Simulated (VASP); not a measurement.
A run of VASP 6.6.1 is set up as follows.

File INCAR:

```
ALGO = Normal ; EDIFF = 1E-6
ENCUT = 700 ; GGA = PS
GGA_COMPAT = False ; ISIF = 2
ISMEAR = 0 ; LASPH = True
LCHARG = False ; LREAL = False
LWAVE = False ; NBANDS = 26
NELM = 120 ; PREC = Accurate
SIGMA = 0.1
```

File KPOINTS:

```
k-points
0
Gamma
  18 18 10
```

File POSCAR:

```
Cu
1.0
    2.5455489954      0.0000000000      0.0000000000
   -1.2727744977      2.2045100966      0.0000000000
    0.0000000000      0.0000000000      4.1572835756
Cu
2
Direct
    0.3333333333      0.6666666667      0.2500000000
    0.6666666667      0.3333333333      0.7500000000
```

Potentials or basis: VASP PAW PBE potentials, release 64 (Cu_sv_GW).

Run with:

```bash
$ cat potpaw_PBE.64/Cu_sv_GW/POTCAR > POTCAR
$ mpirun -np 1 vasp_std > vasp.out
```

Problem. What does it give for the band gap on the k mesh?

Solution. Zero (band 19 reaches 11.58 eV, above the bottom of band 20 at 5.63 eV).

Problem. Estimate the pressure.

Solution. -9.4 GPa.

Caveat: the PAW data sets were made with another functional, which shifts forces and pressure a little.
